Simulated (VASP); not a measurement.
Input of a VASP 6.6.1 run:

INCAR

```
ALGO     = Normal         # electronic algorithm
EDIFF    = 1E-7           # SCF threshold, eV
EDIFFG   = -0.01          # ionic threshold
ENCUT    = 500            # plane-wave cutoff, eV
GGA      = PE             # functional
GGA_COMPAT= False        
IBRION   = 2              # ionic algorithm
ISIF     = 3              # what is computed and relaxed
ISMEAR   = 0              # smearing method
LASPH    = True           # aspherical terms in the spheres
LCHARG   = False          # write CHGCAR
LREAL    = False          # projectors in reciprocal space
LWAVE    = False          # write WAVECAR
NELM     = 120            # most SCF steps
NELMIN   = 4            
NSW      = 100            # ionic steps
PREC     = Accurate       # precision mode
SIGMA    = 0.1            # smearing width, eV
```

File KPOINTS:

```
k-points
0
Gamma
  6 6 10
```

File POSCAR:

```
Y4I
1.0
    4.7151018032     -4.7817266202      0.0000000000
    4.7151018032      4.7817266202      0.0000000000
    0.0000000000      0.0000000000      3.8411890217
Y I
4 1
Direct
    0.7391010457      0.2608989543      0.5000000000
    0.2608989543      0.7391010457      0.5000000000
    0.3168165649      0.3168165649      0.0000000000
    0.6831834351      0.6831834351      0.0000000000
    0.0000000000      0.0000000000      0.0000000000
```

Potentials or basis: VASP PAW PBE potentials, release 64 (Y_sv, I).

The run is started by

```bash
$ cat potpaw_PBE.64/Y_sv/POTCAR potpaw_PBE.64/I/POTCAR > POTCAR
$ mpirun -np 1 vasp_std > vasp.out
```

(1) Estimate the space group after relaxing (to 0.1 Å).

(2) Predict the band gap on the k mesh.

## Answers

(1) Cmmm (No. 65).

(2) zero (an odd number of electrons rules out a gap without spin polarisation).

Caveat: spin-orbit coupling is left out, which moves the levels of the heavy elements.
